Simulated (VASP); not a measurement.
# AgCl (I4/mmm) in VASP: a series of runs

Runs on AgCl. Level: LDA. Tasks: single point.

Program: VASP 6.6.1. These are calculated values, not measurements. Logs are shortened: lines on timing, memory, paths and dates and some standing lists are left out, and cuts for length are marked.

**1. The cell of the first run**

The structure is tetragonal, space group I4/mmm (No. 139). Conventional cell: a = 3.837 Å, b = 3.837 Å, c = 5.355 Å, α = 90.00°, β = 90.00°, γ = 90.00°. Within 3.5 Å of Ag (site symmetry 4/mmm) lie 6 Cl at 2.68 to 2.71 Å. Within 3.5 Å of Cl (site symmetry 4/mmm) lie 6 Ag at 2.68 to 2.71 Å.

**2. Single point, LDA**

The input, INCAR:

```
  ALGO = Normal
  EDIFF = 1E-6
  ENCUT = 520
  ISIF = 2
  ISMEAR = 0
  LASPH = True
  LCHARG = False
  LREAL = False
  LWAVE = False
  NBANDS = 16
  NELM = 60
  PREC = Accurate
  SIGMA = 0.05
```

The input, KPOINTS:

```
k-points
0
Gamma
  10 10 10
```

The input, POSCAR:

```
AgCl
1.0
    0.0000000000      2.7129196923      2.6773114500
    2.7129196923      0.0000000000      2.6773114500
    2.7129196923      2.7129196923      0.0000000000
Ag Cl
1 1
Direct
    0.5000000000      0.5000000000      0.5000000000
    0.0000000000      0.0000000000      0.0000000000
```

Potentials or basis: VASP PAW LDA potentials, release 64 (Ag, Cl).

On the command line:

```sh
> cat potpaw_LDA.64/Ag/POTCAR potpaw_LDA.64/Cl/POTCAR > POTCAR
> mpirun -np 1 vasp_std > vasp.out
```

OUTCAR:

```text
EDIFF = 1E-6
   ENCUT = 520
   ISIF = 2
   ISMEAR = 0
   LASPH = True
   LREAL = False
   NELM = 60
   PREC = Accurate

 ion  position               nearest neighbor table
   1  0.500  0.500  0.500-   2 2.68   2 2.68   2 2.71   2 2.71   2 2.71   2 2.71
   2  0.000  0.000  0.000-   1 2.68   1 2.68   1 2.71   1 2.71   1 2.71   1 2.71

  LATTYP: Found a body centered tetragonal cell.
 ALAT       =     3.8366478225
 C/A-ratio  =     1.3956513988

  Lattice vectors:

 A1 = (   0.0000000000,  -2.7129196923,  -2.6773114500)
 A2 = (   0.0000000000,   2.7129196923,  -2.6773114500)
 A3 = (   2.7129196923,   0.0000000000,   2.6773114500)

Analysis of symmetry for initial positions (statically):
=====================================================================
 Subroutine PRICEL returns:
 Original cell was already a primitive cell.

 Routine SETGRP: Setting up the symmetry group for a
 body centered tetragonal supercell.

 Subroutine GETGRP returns: Found 16 space group operations
 (whereof 16 operations were pure point group operations)
 out of a pool of 16 trial point group operations.

The static configuration has the point symmetry D_4h.

Analysis of symmetry for dynamics (positions and initial velocities):
=====================================================================
 Subroutine PRICEL returns:
 Original cell was already a primitive cell.

 Routine SETGRP: Setting up the symmetry group for a
 body centered tetragonal supercell.

 Subroutine GETGRP returns: Found 16 space group operations
 (whereof 16 operations were pure point group operations)
 out of a pool of 16 trial point group operations.

The dynamic configuration has the point symmetry D_4h.

 Subroutine INISYM returns: Found 16 space group operations
 (whereof 16 operations are pure point group operations),
 and found     1 'primitive' translations

----------------------------------------------------------------------------------------

                                     Primitive cell

  volume of cell :      39.4097

  direct lattice vectors                    reciprocal lattice vectors
     0.000000000  2.712919692  2.677311450    -0.184303281  0.184303281  0.186754514
     2.712919692  0.000000000  2.677311450     0.184303281 -0.184303281  0.186754514
     2.712919692  2.712919692  0.000000000     0.184303281  0.184303281 -0.186754514

  length of vectors
     3.811552159  3.811552159  3.836647822     0.320644113  0.320644113  0.320644113

  position of ions in fractional coordinates (direct lattice)
     0.500000000  0.500000000  0.500000000
     0.000000000  0.000000000  0.000000000

  ion indices of the primitive-cell ions
   primitive index   ion index
                 1           1
                 2           2

----------------------------------------------------------------------------------------

 KPOINTS: k-points

Automatic generation of k-mesh.
 Grid dimensions read from file:
 generate k-points for:   10   10   10

 Generating k-lattice:

  Cartesian coordinates                     Fractional coordinates (reciprocal lattice)
    -0.018430328  0.018430328  0.018675451     0.100000000  0.000000000  0.000000000
     0.018430328 -0.018430328  0.018675451     0.000000000  0.100000000  0.000000000
     0.018430328  0.018430328 -0.018675451     0.000000000  0.000000000  0.100000000

  Length of vectors
     0.032064411  0.032064411  0.032064411

  Shift w.r.t. Gamma in fractional coordinates (k-lattice)
     0.000000000  0.000000000  0.000000000

 Subroutine IBZKPT returns following result:
 ===========================================

 Found    102 irreducible k-points:

 Following reciprocal coordinates:
            Coordinates               Weight
  0.000000  0.000000  0.000000      1.000000
  0.100000 -0.000000  0.000000      8.000000
  0.200000 -0.000000  0.000000      8.000000
  0.300000  0.000000  0.000000      8.000000
  0.400000  0.000000  0.000000      8.000000
  0.500000  0.000000  0.000000      4.000000
[... 16 lines left out ...]
  0.300000  0.300000  0.000000      2.000000
  0.400000  0.300000  0.000000      8.000000
 [... further k-points ...]
   k-points           NKPTS =    102   k-points in BZ     NKDIM =    102   number of bands    NBANDS=     16
   number of dos      NEDOS =    301   number of ions     NIONS =      2
   total plane-waves  NPLWV =  23520
   dimension x,y,z NGX =    28 NGY =   28 NGZ =   30
   dimension x,y,z NGXF=    56 NGYF=   56 NGZF=   60
   ions per type =               1   1
   NGX,Y,Z   is equivalent  to a cutoff of  12.21, 12.21, 13.00 a.u.
   NGXF,Y,Z  is equivalent  to a cutoff of  24.43, 24.43, 26.00 a.u.
 SYSTEM =  unknown system
   PREC   = accura    normal or accurate (medium, high low for compatibility)
   ISTART =      0    job   : 0-new  1-cont  2-samecut
   ICHARG =      2    charge: 1-file 2-atom 10-const
   ISPIN  =      1    spin polarized calculation?
   LNONCOLLINEAR =      F non collinear calculations
   LSORBIT =      F    spin-orbit coupling
   LASPH  =      T    aspherical Exc in radial PAW
   ENCUT  =  520.0 eV  38.22 Ry    6.18 a.u.   7.09  7.09  7.13*2*pi/ulx,y,z
   NELM   =     60;   NELMIN=  2; NELMDL= -5     # of ELM steps
   EDIFF  = 0.1E-05   stopping-criterion for ELM
   LREAL  =      F    real-space projection
   EDIFFG = 0.1E-04   stopping-criterion for IOM
   NSW    =      0    number of steps for IOM
   IBRION =     -1    ionic relax: 0-MD 1-quasi-New 2-CG
   NFREE  =      0    steps in history (QN), initial steepest desc. (CG)
   ISIF   =      2    stress and relaxation
   ISYM   =      2    0-nonsym 1-usesym 2-fastsym
   POTIM  = 0.5000    time-step for ionic-motion
   TEBEG  =    0.0;   TEEND  =   0.0 temperature during run
   PSTRESS=    0.0 pullay stress
   NELECT =      18.0000    total number of electrons
   NUPDOWN=      -1.0000    fix difference up-down
   EMIN   =  10.00;   EMAX   =-10.00  energy-range for DOS
   EFERMI =   0.00;   METHOD = LEGACY
   ISMEAR =     0;   SIGMA  =   0.05  broadening in eV -4-tet -1-fermi 0-gaus
   EFERMI_NEDOS =   21; number of points for ismear=-14 and -15
   IALGO  =     38    algorithm
   IMIX   =      4    mixing-type and parameters
     AMIX     =   0.40;   BMIX     =  1.00
     AMIX_MAG =   1.60;   BMIX_MAG =  1.00
  volume/ion in A,a.u.               =      19.70       132.97
  Fermi-wavevector in a.u.,A,eV,Ry     =   1.260757  2.382485 21.626574  1.589508
  Thomas-Fermi vector in A             =   2.394251
   LORBIT       =      0    0 simple, 1 ext, 2 COOP (PROOUT), +10 PAW based schemes
   GGA     = CA    functional components
   LHFCALC =     F    Hartree Fock is set to
   AEXX    =    0.0000 exact exchange contribution
   IVDW    =     0    specifies the selected vdW correction
   LEPSILON=     F    determine dielectric tensor
   LRPA    =     F    only Hartree local field effects (RPA)
 non-spin polarized calculation
 Gauss-broadening in eV      SIGMA  =   0.05
  energy-cutoff  :      520.00
  volume of cell :       39.41
 maximum number of plane-waves:      1073
   NGX = 15   NGY = 15   NGZ = 15

 number of electron      18.0000003 magnetization

 Free energy of the ion-electron system (eV)
  ---------------------------------------------------
  ext. energy  EPLUGINS =         0.00000000
  ---------------------------------------------------
  free energy    TOTEN  =        -6.78747317 eV

  energy without entropy =       -6.78747317  energy(sigma->0) =       -6.78747317

 E-fermi :   4.9476     XC(G=0): -10.8419

 val. band max:        4.6825340954   @ k =   0.5000   0.0000   0.0000
 cond. band min:       5.2854979772   @ k =   0.0000   0.0000   0.0000
 fundamental gap:      0.6029638818
 Fermi energy:         4.9475810503

 k-point     1 :       0.0000    0.0000    0.0000
  band No.  band energies     occupation
      1     -10.9716      2.00000
      2       1.7481      2.00000
      3       1.7481      2.00000
      4       1.7891      2.00000
      5       1.8026      2.00000
      6       1.8093      2.00000
[... 8 lines left out ...]
     15      18.0002      0.00000
     16      18.0002      0.00000

 k-point     2 :       0.1000   -0.0000    0.0000
  band No.  band energies     occupation
      1     -10.9214      2.00000
      2       1.1983      2.00000
      3       1.2368      2.00000
      4       1.2373      2.00000
      5       1.7973      2.00000
      6       1.8177      2.00000
[... 8 lines left out ...]
     15      16.9176      0.00000
     16      17.2022      0.00000

 k-point     3 :       0.2000   -0.0000    0.0000
  band No.  band energies     occupation
      1     -10.7850      2.00000
      2       0.2915      2.00000
      3       0.6447      2.00000
      4       0.6797      2.00000
      5       1.9103      2.00000
      6       1.9240      2.00000
[... 8 lines left out ...]
     15      16.6437      0.00000
     16      17.2269      0.00000

 k-point     4 :       0.3000    0.0000    0.0000
  band No.  band energies     occupation
      1     -10.6061      2.00000
      2      -0.5761      2.00000
      3       0.2159      2.00000
      4       0.2569      2.00000
      5       2.0561      2.00000
      6       2.0605      2.00000
[... 8 lines left out ...]
     15      17.1762      0.00000
     16      17.3179      0.00000

 k-point     5 :       0.4000    0.0000    0.0000
  band No.  band energies     occupation
      1     -10.4514      2.00000
      2      -1.1745      2.00000
      3      -0.0500      2.00000
      4      -0.0059      2.00000
      5       2.1752      2.00000
      6       2.1792      2.00000
[... 8 lines left out ...]
     15      17.8634      0.00000
     16      17.9136      0.00000

 k-point     6 :       0.5000    0.0000    0.0000
  band No.  band energies     occupation
      1     -10.3897      2.00000
      2      -1.3883      2.00000
      3      -0.1400      2.00000
      4      -0.0951      2.00000
      5       2.2200      2.00000
      6       2.2275      2.00000
[... 8 lines left out ...]
     15      18.2265      0.00000
     16      18.3247      0.00000

 k-point     7 :       0.1000    0.1000    0.0000
  band No.  band energies     occupation
      1     -10.9033      2.00000
      2       0.6944      2.00000
      3       1.4492      2.00000
      4       1.4492      2.00000
      5       1.7468      2.00000
      6       1.8324      2.00000
[... 8 lines left out ...]
     15      17.9375      0.00000
     16      18.5541      0.00000

 k-point     8 :       0.2000    0.1000    0.0000
  band No.  band energies     occupation
      1     -10.7970      2.00000
      2       0.1091      2.00000
      3       0.9715      2.00000
      4       1.0194      2.00000
      5       1.7899      2.00000
      6       1.9308      2.00000
[... 8 lines left out ...]
     15      17.8922      0.00000
     16      18.3137      0.00000

 k-point     9 :       0.3000    0.1000    0.0000
  band No.  band energies     occupation
      1     -10.6360      2.00000
      2      -0.4772      2.00000
      3       0.3701      2.00000
      4       0.5326      2.00000
      5       1.9089      2.00000
      6       2.0813      2.00000
[... 8 lines left out ...]
     15      17.9616      0.00000
     16      18.2107      0.00000
[... 172 lines left out ...]
 k-point    19 :       0.5000    0.2000    0.0000
  band No.  band energies     occupation
      1     -10.3841      2.00000
      2      -0.9290      2.00000
      3      -0.0727      2.00000
      4       0.1593      2.00000
      5       2.0264      2.00000
      6       2.2659      2.00000
[... 8 lines left out ...]
     15      18.7399      0.00000
     16      19.9032      0.00000

 k-point    20 :      -0.4000    0.2000    0.0000
  band No.  band energies     occupation
      1     -10.3701      2.00000
      2      -0.9718      2.00000
      3      -0.0511      2.00000
      4       0.0016      2.00000
      5       2.1578      2.00000
      6       2.2106      2.00000
[... 8 lines left out ...]
     15      17.7630      0.00000
     16      19.8891      0.00000

 k-point    21 :      -0.3000    0.2000    0.0000
  band No.  band energies     occupation
      1     -10.4431      2.00000
      2      -0.8623      2.00000
      3      -0.0084      2.00000
      4       0.2276      2.00000
      5       2.1000      2.00000
      6       2.1954      2.00000
[... 8 lines left out ...]
     15      18.8159      0.00000
     16      19.9948      0.00000

 k-point    22 :      -0.2000    0.2000    0.0000
  band No.  band energies     occupation
      1     -10.5704      2.00000
      2      -0.5770      2.00000
      3       0.1184      2.00000
      4       0.5750      2.00000
      5       1.9866      2.00000
      6       2.1576      2.00000
[... 8 lines left out ...]
     15      18.7180      0.00000
     16      19.8076      0.00000

 k-point    23 :       0.3000    0.3000    0.0000
  band No.  band energies     occupation
      1     -10.5431      2.00000
      2      -0.6749      2.00000
      3       1.0543      2.00000
      4       1.0543      2.00000
      5       1.5032      2.00000
      6       1.9699      2.00000
[... 8 lines left out ...]
     15      19.3814      0.00000
     16      21.3217      0.00000

 k-point    24 :       0.4000    0.3000    0.0000
  band No.  band energies     occupation
      1     -10.4538      2.00000
      2      -0.6779      2.00000
      3       0.7044      2.00000
      4       0.8231      2.00000
      5       1.6217      2.00000
      6       2.1719      2.00000
[... 8 lines left out ...]
     15      19.6725      0.00000
     16      20.7449      0.00000

 [... further k-points ...]
[... 5 lines left out ...]
  --------------------------------------------------------------------------------------
  -------------------------------------------------------------------------------------
  Total       -0.4489948     -0.4489948     -0.3445246      0.0000000      0.0000000      0.0000000
  in kB      -18.2536260    -18.2536260    -14.0064478      0.0000000      0.0000000      0.0000000
  external PRESSURE =     -16.8378999 kB  Pullay stress =       0.0000000 kB

 VOLUME and BASIS-vectors are now :
 -----------------------------------------------------------------------------
  energy-cutoff  :      520.00
  volume of cell :       39.41
      direct lattice vectors                 reciprocal lattice vectors
     0.000000000  2.712919692  2.677311450    -0.184303281  0.184303281  0.186754514
     2.712919692  0.000000000  2.677311450     0.184303281 -0.184303281  0.186754514
     2.712919692  2.712919692  0.000000000     0.184303281  0.184303281 -0.186754514

 POSITION                                       TOTAL-FORCE (eV/Angst)
 -----------------------------------------------------------------------------------
      2.71292      2.71292      2.67731        -0.000000     -0.000000      0.000000
      0.00000      0.00000      0.00000         0.000000      0.000000      0.000000
 -----------------------------------------------------------------------------------
    total drift:                                0.000000      0.000000      0.000000

  FREE ENERGIE OF THE ION-ELECTRON SYSTEM (eV)
  ---------------------------------------------------
  free  energy   TOTEN  =        -6.7874731719 eV

  energy  without entropy=       -6.7874731719  energy(sigma->0) =       -6.78747317
```

Wall time 37 s (1 thread of Intel Xeon 6975P-C, shared host); peak memory 0.19 GiB.

Results:

| Quantity | Value |
| --- | --- |
| Free energy | -6.7875 eV |
| Pressure | -1.7 GPa |
| Band gap on the k mesh | 0.60 eV, indirect (least direct gap 3.19 eV) |

A k mesh can miss the band edges.

**3. Single point, LDA**

This run uses another cell than the first one, of 20.23 Å³/atom, 1.027 times its volume.

The input, INCAR:

```
  PREC = Accurate
  ENCUT = 520
  EDIFF = 1E-6
  ISMEAR = 0
  SIGMA = 0.05
  LREAL = False
  LASPH = True
  NELM = 80
  ALGO = Normal
  ISIF = 2
  LWAVE = False
  LCHARG = False
  GGA = CA
  NBANDS = 16
```

The input, KPOINTS:

```
Automatic mesh
0
Gamma
  10 10 10
```

The input, POSCAR:

```
AgCl
1.0
    0.0000000000      2.7487956657      2.6773114500
    2.7487956657      0.0000000000      2.6773114500
    2.7487956657      2.7487956657      0.0000000000
Ag Cl
1 1
Direct
    0.5000000000      0.5000000000      0.5000000000
    0.0000000000      0.0000000000      0.0000000000
```

Potentials or basis: VASP PAW LDA potentials, release 64 (Ag, Cl).

On the command line:

```sh
> cat potpaw_LDA.64/Ag/POTCAR potpaw_LDA.64/Cl/POTCAR > POTCAR
> mpirun -np 1 vasp_std > vasp.out
```

It took 42 s on 1 thread of Intel Xeon 6975P-C, shared host; peak memory 0.19 GiB.

The run converged. Its results:

| Property | Result |
| --- | --- |
| Free energy | -6.7709 eV |
| Pressure | -3.1 GPa |
| Band gap on the k mesh | 0.56 eV, indirect (least direct gap 3.09 eV) |

Stress tensor (GPa, compression positive):
```
-3.31  0.00  0.00
 0.00 -3.31  0.00
 0.00  0.00 -2.71
```

Levels at points of the mesh, in eV from the valence-band top:
```
           k point  band 5  band 6  band 7  band 8  band 9  band 10  band 11  band 12  band 13  band 14
(0.00, 0.00, 0.00)   -2.79   -2.79   -2.68   -2.58   -2.58     0.56    10.63    10.63    10.69    11.88
(0.50, 0.00, 0.00)   -2.41   -2.40   -2.05   -0.17    0.00     3.74     6.56     7.13     7.41    13.40
(0.50, 0.50, 0.00)   -3.21   -2.55   -2.27   -2.27   -2.14     1.93     7.58     8.64    11.29    11.29
(0.50, 0.00, 0.50)   -3.24   -2.59   -2.27   -2.26   -2.15     1.96     7.76     8.39    11.26    11.70
```
